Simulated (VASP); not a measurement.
Here is a VASP 6.6.1 calculation.

The input INCAR:

```
SYSTEM = BaTiO3
PREC = Accurate
ENCUT = 600
EDIFF = 1E-6
ISMEAR = 0
SIGMA = 0.01
LREAL = .FALSE.
LASPH = .TRUE.
NELM = 200
ALGO = Normal
ISIF = 2
LWAVE = .FALSE.
LCHARG = .FALSE.
LMAXMIX = 4
LDAU = .TRUE.
LDAUTYPE = 2
LDAUL = -1 2 -1
LDAUU = 0 2 0
LDAUJ = 0 0 0
LDAUPRINT = 1
GGA = PE
NBANDS = 28
GGA_COMPAT = .FALSE.
```

KPOINTS

```
regular mesh
0
G
  6 6 6
  0 0 0
```

File POSCAR:

```
BaTiO3
1.0
    3.9998000000      0.0000000000      0.0000000000
    0.0000000000      3.9998000000      0.0000000000
    0.0000000000      0.0000000000      4.0180000000
Ba Ti O
1 1 3
Direct
    0.0000000000      0.0000000000      0.0000000000
    0.5000000000      0.5000000000      0.4900000000
    0.5000000000      0.5000000000      0.0190000000
    0.5000000000      0.0000000000      0.5170000000
    0.0000000000      0.5000000000      0.5170000000
```

Potentials or basis: VASP PAW PBE potentials, release 64 (Ba_sv, Ti_sv, O).

Run with:

```bash
$ cat potpaw_PBE.64/Ba_sv/POTCAR potpaw_PBE.64/Ti_sv/POTCAR potpaw_PBE.64/O/POTCAR > POTCAR
$ mpirun -np 1 vasp_std > vasp.out
```

(1) Predict the largest force.

(2) What does it give for the band gap on the k mesh?

(3) What does it give for the pressure?

## Answers

(1) 0.172 eV/Å.

(2) 2.00 eV (least direct gap 2.30 eV).

(3) 5.7 GPa.

Caveat: the cell stands under pressure; spin-orbit coupling is left out, which moves the levels of the heavy elements.
